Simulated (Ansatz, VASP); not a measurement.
C in VASP and in Ansatz

```
C
1.0
     2.40051    0.00000    0.00000
     0.00000    2.40051    0.00000
     0.00000    0.00000    2.00460
C
2
Direct
  0.50000 0.00000 0.00000
  0.00000 0.50000 0.00000
```

Alike in both runs: functional PBE; k mesh 8 × 8 × 8; occupations gaussian, width 0.1 eV; no spin polarisation.

Ansatz relaxed the structure, and its values are those at the end. VASP's run is a single point on that final structure, the one shown.

|  | VASP | Ansatz |
| --- | --- | --- |
| version | VASP 6.6.1 | Ansatz 0.2.0 |
| potentials or method | VASP PAW PBE potentials, release 64 (C), cutoff 600 eV | scalar-relativistic, plane waves, PAW |
| valence electrons in the cell | 8 | 8 |

```csv
,VASP,Ansatz,Ansatz less VASP
gap on the k mesh at the Fermi level (eV),none,none,-
pressure (GPa),-0.1,0.1,+0.15
```

A gap of «none» marks a metal or a gap that the smearing closes. The functional is the same, so the differences come from potentials, cutoffs and numerics.

The k mesh is coarse, so the values compare programs but aren't converged.
